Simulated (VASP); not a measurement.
# Be2Co (Fmmm) in VASP: notebook, part 2 of 2

VASP 6.6.1.

## 3. Single point, PBE, collinear spin, ferromagnetic start

INCAR

```
PREC     = Accurate       # precision mode
ENCUT    = 520            # plane-wave cutoff, eV
EDIFF    = 1E-6           # SCF threshold, eV
ISMEAR   = -1             # smearing method
SIGMA    = 0.051703999572871064 # smearing width, eV
LREAL    = F              # projectors in reciprocal space
LASPH    = T              # aspherical terms in the spheres
NELM     = 150            # most SCF steps
ALGO     = Normal         # electronic algorithm
ISIF     = 2              # what is computed and relaxed
LWAVE    = F              # write WAVECAR
LCHARG   = F              # write CHGCAR
ISPIN    = 2              # spin polarisation
MAGMOM   = 0 0 1.19       # initial moments
LORBIT   = 11             # projections on sites
LMAXMIX  = 4              # l up to which the mixer works
GGA      = PE             # functional
NBANDS   = 18             # bands
```

KPOINTS

```
regular mesh
0
Gamma
  6 6 6
```

POSCAR

```
Be2Co
1.0
    0.0000000000      1.9194920000      5.3325430000
    1.3384940000      0.0000000000      5.3325430000
    1.3384940000      1.9194920000      0.0000000000
Be Co
2 1
Direct
    0.3360580000      0.3360580000      0.6639420000
    0.6639420000      0.6639420000      0.3360580000
    0.0000000000      0.0000000000      0.0000000000
```

Potentials or basis: VASP PAW PBE potentials, release 64 (Be, Co).

The run is started by

```
cat potpaw_PBE.64/Be/POTCAR potpaw_PBE.64/Co/POTCAR > POTCAR
mpirun -np 1 vasp_std > vasp.out
```

OUTCAR:

```text
PREC = Accurate
   ENCUT = 520
   EDIFF = 1E-6
   ISMEAR = -1
   LREAL = F
   LASPH = T
   NELM = 150
   ISIF = 2
   ISPIN = 2
   LORBIT = 11
   GGA = PE

 ion  position               nearest neighbor table
   1  0.336  0.336  0.664-   3 2.20   3 2.20   2 2.27   2 2.27   3 2.60   3 2.60
   2  0.664  0.664  0.336-   3 2.20   3 2.20   1 2.27   1 2.27   3 2.60   3 2.60
   3  0.000  0.000  0.000-   2 2.20   2 2.20   1 2.20   1 2.20   1 2.60   2 2.60   2 2.60   1 2.60

  LATTYP: Found a face centered orthorhombic cell.
 ALAT       =     2.6769880000
 B/A-ratio  =     1.4340684381
 C/A-ratio  =     3.9839872274

  Lattice vectors:

[... 1228 lines left out ...]
  energy-cutoff  :      520.00
  volume of cell :       27.40
      direct lattice vectors                 reciprocal lattice vectors
     0.000000000  1.919492000  5.332543000    -0.373554159  0.260485587  0.093763895
     1.338494000  0.000000000  5.332543000     0.373554159 -0.260485587  0.093763895
     1.338494000  1.919492000  0.000000000     0.373554159  0.260485587 -0.093763895

 POSITION                                       TOTAL-FORCE (eV/Angst)
 -----------------------------------------------------------------------------------
      1.33849      1.91949      3.58409         0.000000      0.000000     -0.099367
      1.33849      1.91949      7.08100         0.000000      0.000000      0.099367
      0.00000      0.00000      0.00000         0.000000      0.000000     -0.000000
 -----------------------------------------------------------------------------------
    total drift:                               -0.000000      0.000000     -0.000000

  FREE ENERGIE OF THE ION-ELECTRON SYSTEM (eV)
  ---------------------------------------------------
  free  energy   TOTEN  =       -14.6226862187 eV

  energy  without entropy=      -14.6040004711  energy(sigma->0) =      -14.61334334

 total charge

# of ion       s       p       d       tot
------------------------------------------
    1        0.407   0.649   0.000   1.056
    2        0.407   0.649   0.000   1.056
    3        0.512   0.615   7.382   8.509
--------------------------------------------------
tot          1.326   1.914   7.382  10.621

 magnetization (x)

# of ion       s       p       d       tot
------------------------------------------
    1       -0.002  -0.009   0.000  -0.011
    2       -0.002  -0.009   0.000  -0.011
    3        0.003  -0.011   1.064   1.056
--------------------------------------------------
tot         -0.001  -0.030   1.064   1.034
```

It took 2.3 min on 1 thread of AMD EPYC 7R13 (Zen 3), shared host; peak memory 0.19 GiB.

What came out:

* Free energy: -14.6227 eV
* Pressure: -0.6 GPa
* Largest force: 0.099 eV/Å
* Band gap on the k mesh: zero (filled and empty bands overlap)
* Net moment: 1.04 μB per cell
* Site moments: Be -0.01; Co +1.06 μB
* Valence electrons inside the program's atomic spheres: Be 1.06; Co 8.51

Forces on the atoms (eV/Å):
```
Be   0.000  0.000 -0.099
Be   0.000  0.000  0.099
Co   0.000  0.000  0.000
```

Levels at points of the mesh, in eV from the Fermi level:
Spin up:
```
           k point  band 3  band 4  band 5  band 6  band 7  band 8  band 9  band 10  band 11  band 12
(0.00, 0.00, 0.00)   -5.33   -3.22   -2.68   -1.48   -1.12   -0.95    8.90    11.39    12.39    14.58
(0.50, 0.00, 0.00)   -3.68   -3.53   -1.69   -1.19   -0.87   -0.18    3.93     4.50     7.09    11.97
(0.50, 0.50, 0.00)   -3.80   -3.22   -1.69   -1.51   -1.12   -0.95    4.96    11.81    14.42    15.68
(0.50, 0.00, 0.50)   -3.17   -2.14   -1.97    0.10    1.90    3.25    4.42     4.55     6.05     6.18
(0.00, 0.50, 0.50)   -2.10   -1.83   -0.82   -0.64    0.10    1.26    5.00     5.32     6.19     8.31
```
Spin down:
| k point | band 3 | band 4 | band 5 | band 6 | band 7 | band 8 | band 9 | band 10 |
| --- | --- | --- | --- | --- | --- | --- | --- | --- |
| (0.00, 0.00, 0.00) | -5.38 | -2.30 | -1.96 | -0.30 | -0.09 | 0.43 | 8.90 | 11.63 |
| (0.50, 0.00, 0.00) | -3.51 | -3.02 | -1.73 | -0.02 | 0.41 | 0.69 | 4.36 | 4.54 |
| (0.50, 0.50, 0.00) | -3.11 | -2.30 | -1.71 | -0.29 | -0.15 | 0.43 | 5.29 | 11.82 |
| (0.50, 0.00, 0.50) | -3.17 | -1.42 | -1.17 | 1.22 | 2.12 | 3.65 | 4.52 | 4.52 |
| (0.00, 0.50, 0.50) | -1.36 | -0.93 | -0.85 | 0.00 | 1.22 | 1.31 | 5.01 | 5.77 |

Caveat: the k points lie up to 0.49 Å⁻¹ apart.

## 4. Single point, PBE, collinear spin, ferromagnetic start

INCAR

```
SYSTEM = Be2Co
ALGO = Fast
EDIFF = 1E-6
ENCUT = 520
GGA = PE
ISIF = 2
ISMEAR = 0
ISPIN = 2
LASPH = .TRUE.
LCHARG = .TRUE.
LELF = .TRUE.
LMAXMIX = 4
LORBIT = 11
LREAL = .FALSE.
LVHAR = .TRUE.
LWAVE = .FALSE.
MAGMOM = 0 0 1.19
NBANDS = 18
NELM = 150
PREC = Accurate
SIGMA = 0.002
```

KPOINTS

```
k-points
0
G
  6 6 6
  0 0 0
```

POSCAR is that of step 3.

The run is started by

```
cat potpaw_PBE.64/Be/POTCAR potpaw_PBE.64/Co/POTCAR > POTCAR
mpirun -np 1 vasp_std > vasp.out
```

Run time: 2.3 min. Hardware: 1 thread of AMD EPYC 7R13 (Zen 3), shared host; peak memory 0.19 GiB.

The run converged. Its results:

```yaml
Free_energy: -14.6130 eV
Pressure: -0.7 GPa
Largest_force: 0.109 eV/Å
Net_moment: 1.06 μB per cell
Site_moments: Be -0.01; Co +1.07 μB
Valence_electrons_inside_the_program's_atomic_spheres: Be 1.06; Co 8.51
```

Forces on the atoms (eV/Å):
```
Be   0.000  0.000 -0.109
Be   0.000  0.000  0.109
Co   0.000  0.000  0.000
```

Stress tensor (GPa, compression positive):
```
-0.45  0.00  0.00
 0.00 -3.33  0.00
 0.00  0.00  1.55
```

Levels at points of the mesh, in eV from the Fermi level:
Spin up:
| k point | band 4 | band 5 | band 6 | band 7 | band 8 | band 9 | band 10 | band 11 |
| --- | --- | --- | --- | --- | --- | --- | --- | --- |
| (0.00, 0.00, 0.00) | -3.29 | -2.74 | -1.52 | -1.19 | -1.01 | 8.85 | 11.34 | 12.35 |
| (0.50, 0.00, 0.00) | -3.57 | -1.73 | -1.24 | -0.91 | -0.24 | 3.88 | 4.46 | 7.04 |
| (0.50, 0.50, 0.00) | -3.29 | -1.74 | -1.54 | -1.18 | -1.01 | 4.91 | 11.76 | 14.38 |
| (0.50, 0.00, 0.50) | -2.20 | -2.03 | 0.04 | 1.85 | 3.20 | 4.38 | 4.50 | 6.00 |
| (0.00, 0.50, 0.50) | -1.89 | -0.86 | -0.68 | 0.04 | 1.22 | 4.96 | 5.28 | 6.14 |
Spin down:
```tsv
k point	band 3	band 4	band 5	band 6	band 7	band 8	band 9	band 10
(0.00, 0.00, 0.00)	-5.42	-2.33	-2.00	-0.33	-0.14	0.39	8.87	11.60
(0.50, 0.00, 0.00)	-3.54	-3.05	-1.77	-0.06	0.37	0.64	4.32	4.50
(0.50, 0.50, 0.00)	-3.15	-2.33	-1.75	-0.32	-0.20	0.39	5.26	11.79
(0.50, 0.00, 0.50)	-3.20	-1.45	-1.20	1.19	2.10	3.61	4.48	4.49
(0.00, 0.50, 0.50)	-1.39	-0.96	-0.89	-0.04	1.19	1.28	4.98	5.74
```

Caveat: the k points lie up to 0.49 Å⁻¹ apart.

## 5. Single point, PBE, collinear spin, ferromagnetic start

INCAR

```
PREC = Accurate
ENCUT = 520
EDIFF = 1E-6
ISMEAR = 0
SIGMA = 0.1
LREAL = F
LASPH = T
NELM = 150
ALGO = Normal
ISIF = 2
LWAVE = F
LCHARG = F
ISPIN = 2
MAGMOM = 0 0 1.19
LORBIT = 11
LMAXMIX = 4
GGA = PE
NBANDS = 18
```

KPOINTS

```
Automatic mesh
0
Gamma
  2 2 2
```

POSCAR is that of step 4.

The run is started by

```
cat potpaw_PBE.64/Be/POTCAR potpaw_PBE.64/Co/POTCAR > POTCAR
mpirun -np 1 vasp_std > vasp.out
```

Run time: 26 s. Hardware: 1 thread of Intel Xeon Platinum 8488C (Sapphire Rapids), shared host; peak memory 0.19 GiB.

The run converged. Its results:

```yaml
Free_energy: -13.7163 eV
Pressure: 5.3 GPa
Largest_force: 0.785 eV/Å
Net_moment: 2.25 μB per cell
Site_moments: Be +0.03; Co +2.07 μB
Valence_electrons_inside_the_program's_atomic_spheres: Be 1.10; Co 8.39
```

Forces on the atoms (eV/Å):
```
Be   0.000  0.000 -0.785
Be   0.000  0.000  0.785
Co   0.000  0.000  0.000
```

Stress tensor (GPa, compression positive):
```
22.36  0.00  0.00
 0.00 -1.55  0.00
 0.00  0.00 -4.84
```

Levels at points of the mesh, in eV from the Fermi level:
Spin up:
```tsv
k point	band 5	band 6	band 7	band 8	band 9	band 10	band 11	band 12
(0.00, 0.00, 0.00)	-3.15	-2.48	-2.33	-1.89	9.63	11.73	13.34	15.57
(0.50, 0.00, 0.00)	-2.30	-1.88	-1.22	-0.57	4.14	5.23	7.33	12.56
(0.50, 0.50, 0.00)	-2.54	-2.33	-1.89	-1.00	5.32	12.78	15.28	16.68
(0.50, 0.00, 0.50)	-2.41	-1.09	2.51	3.65	4.64	5.38	6.27	6.87
(0.00, 0.50, 0.50)	-1.09	-0.48	-0.22	2.12	5.39	5.89	6.97	8.67
```
Spin down:
```tsv
k point	band 1	band 2	band 3	band 4	band 5	band 6	band 7	band 8	band 9	band 10
(0.00, 0.00, 0.00)	-9.27	-5.55	-4.55	-2.23	-1.77	-0.26	0.06	0.64	9.87	12.24
(0.50, 0.00, 0.00)	-4.29	-3.55	-2.80	-2.44	-1.17	0.15	0.75	0.93	5.01	5.54
(0.50, 0.50, 0.00)	-8.37	-7.90	-2.98	-2.24	-0.86	-0.26	-0.05	0.64	6.03	12.88
(0.50, 0.00, 0.50)	-4.01	-3.03	-2.12	-1.31	-0.90	1.29	3.07	4.51	5.05	5.30
(0.00, 0.50, 0.50)	-4.02	-3.62	-1.27	-0.76	-0.12	0.81	1.29	2.40	6.06	6.14
```

Caveat: the k points lie up to 1.46 Å⁻¹ apart.

## 6. The runs side by side

| k mesh | smearing | gap on the mesh (eV) | pressure (GPa) | moment (μB) | largest force (eV/Å) |
| --- | --- | --- | --- | --- | --- |
| 6 × 6 × 6 | gaussian 0.1 eV | none | -0.8 | 1.05 | 0.11 |
| 6 × 6 × 6 | fermi-dirac 0.051704 eV | none | -0.6 | 1.04 | 0.10 |
| 6 × 6 × 6 | gaussian 0.002 eV | none | -0.7 | 1.06 | 0.11 |
| 2 × 2 × 2 | gaussian 0.1 eV | none | 5.3 | 2.25 | 0.78 |

Alike in all rows: task single point; level PBE; potentials or basis VASP PAW PBE potentials, release 64 (Be, Co); spin collinear, ferromagnetic start; cell as given; cutoff (eV) 520.

Caveats: all runs use coarse meshes.

Total energies depend on the potentials used, so only differences within one code and one set of settings carry meaning.
